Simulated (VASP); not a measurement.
**Lu3Si: single point with PBE**

Lu3Si:

```
CELL_PARAMETERS angstrom
4.48004 0.00000 0.00000
0.00000 4.48004 0.00000
0.00000 0.00000 4.48004
ATOMIC_POSITIONS crystal
Lu 0.50000 0.50000 0.00000
Lu 0.50000 0.00000 0.50000
Lu 0.00000 0.50000 0.50000
Si 0.00000 0.00000 0.00000
```

- Program: VASP 6.6.1
- Task: single point
- Functional: PBE
- Potentials or basis: VASP PAW PBE potentials, release 64 (Lu, Si)
- Cutoff: 520 eV
- k mesh: 6 × 6 × 6
- Occupations: fermi-dirac, width 0.05 eV
- Spin: no spin polarisation

| Quantity | Value |
| --- | --- |
| Pressure | 2.0 GPa |
| Band gap on the k mesh | zero (an odd number of electrons rules out a gap without spin polarisation) |

Levels at points of the mesh, in eV from the Fermi level:
| k point | band 37 | band 38 | band 39 | band 40 | band 41 | band 42 | band 43 | band 44 |
| --- | --- | --- | --- | --- | --- | --- | --- | --- |
| (0.00, 0.00, 0.00) | -1.74 | -0.80 | -0.80 | -0.80 | -0.56 | -0.56 | -0.56 | 2.53 |
| (0.50, 0.00, 0.00) | -1.88 | -1.88 | -0.04 | 0.11 | 1.32 | 1.32 | 1.36 | 2.00 |
| (0.50, 0.50, 0.00) | -2.27 | -1.75 | 0.27 | 0.27 | 0.39 | 1.54 | 1.54 | 1.91 |
| (0.50, 0.50, 0.50) | -2.48 | -1.93 | -1.93 | -1.93 | 1.18 | 2.06 | 2.06 | 2.06 |

It took 2.3 min on 1 thread of Oxide Virtual Turin-like Processor, on a shared host, peak memory 0.21 GiB.

Caveat: spin-orbit coupling is left out, which moves the levels of the heavy elements.
